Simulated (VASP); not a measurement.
Write the native input for VASP 6.6.1 that does the following.

* Task: single point
* Functional: LDA
* Potentials or basis: VASP PAW LDA potentials, release 64 (Sb_d_GW)
* Cutoff: 500 eV
* k mesh: 6 × 6 × 4
* Occupations: fermi-dirac, width 0.05 eV
* Spin: no spin polarisation
* Dipole correction: no
* Further INCAR settings: ALGO = Normal; EDIFF = 1e-06; NBANDS = 38

The structure of Sb lies in POSCAR:

```
Sb
1.0
    4.5872818327      0.0000000000      0.0000000000
    0.0000000000      4.4792790402      0.0000000000
   -1.3378962428      0.0000000000      6.4480990254
Sb
4
Direct
    0.3399300000      0.2500000000      0.6836700000
    0.9366380000      0.7500000000      0.7627580000
    0.0633620000      0.2500000000      0.2372420000
    0.6600700000      0.7500000000      0.3163300000
```

The input as run:

INCAR

```
SYSTEM = Sb
PREC = Accurate
ENCUT = 500
EDIFF = 1E-6
ISMEAR = -1
SIGMA = 0.05
LREAL = .False.
LASPH = .True.
NELM = 120
ALGO = Normal
ISIF = 2
LWAVE = .False.
LCHARG = .False.
NBANDS = 38
GGA_COMPAT = .False.
```

KPOINTS

```
regular mesh
0
Gamma
  6 6 4
  0 0 0
```

Potentials or basis: VASP PAW LDA potentials, release 64 (Sb_d_GW).

The run is started by

```bash
$ cat potpaw_LDA.64/Sb_d_GW/POTCAR > POTCAR
$ mpirun -np 1 vasp_std > vasp.out
```

Results of the run:

```
Pressure               : -5.0 GPa
Largest force          : 0.439 eV/Å
Band gap on the k mesh : zero (bands 30 and 31 overlap by 0.39 eV)
```

Caveat: the cell stands under tension; spin-orbit coupling is left out, which moves the levels of the heavy elements.

It took 3.9 min on 1 thread of Intel(R) Xeon(R) Platinum 8488C (Sapphire Rapids) (shared host), peak memory 0.35 GiB.
